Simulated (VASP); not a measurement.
A run of VASP 6.6.1:

The input INCAR:

```
SYSTEM = Si
PREC = Accurate
ENCUT = 520
EDIFF = 1E-7
ISMEAR = 0
SIGMA = 0.05
LREAL = .FALSE.
LASPH = .TRUE.
NELM = 60
ALGO = Normal
ISIF = 2
LWAVE = .FALSE.
LCHARG = .FALSE.
GGA = PE
NBANDS = 26
```

File KPOINTS:

```
Automatic mesh
0
G
  10 10 3
  0 0 0
```

File POSCAR:

```
Si
1.0
   -3.8510822046      0.0000000000      0.0000000000
   -1.9255411023     -3.3351350213      0.0000000000
   -0.9627705512     -1.1117116738     12.7293621948
Si
8
Direct
    0.2577944970      0.0311779878      0.9064660365
    0.2994611636      0.1978446545      0.4064660365
    0.6536278303      0.6145113212      0.1564660365
    0.6119611636      0.4478446545      0.6564660365
    0.3255388364      0.3021553455      0.0935339635
    0.2838721697      0.1354886788      0.5935339635
    0.6380388364      0.5521553455      0.3435339635
    0.5963721697      0.3854886788      0.8435339635
```

Potentials or basis: VASP PAW PBE potentials, release 64 (Si).

Command:

```sh
$ cat potpaw_PBE.64/Si/POTCAR > POTCAR
$ mpirun -np 1 vasp_std > vasp.out
```

Hardware: 1 thread of Oxide Virtual Turin-like Processor, on a shared host.

Question: How long does it take, and how much memory?

Answer: Run time: 20 min on 1 thread of Oxide Virtual Turin-like Processor, with other jobs on the host, peak memory 0.53 GiB. Counts: scf iterations 15, k points 152.
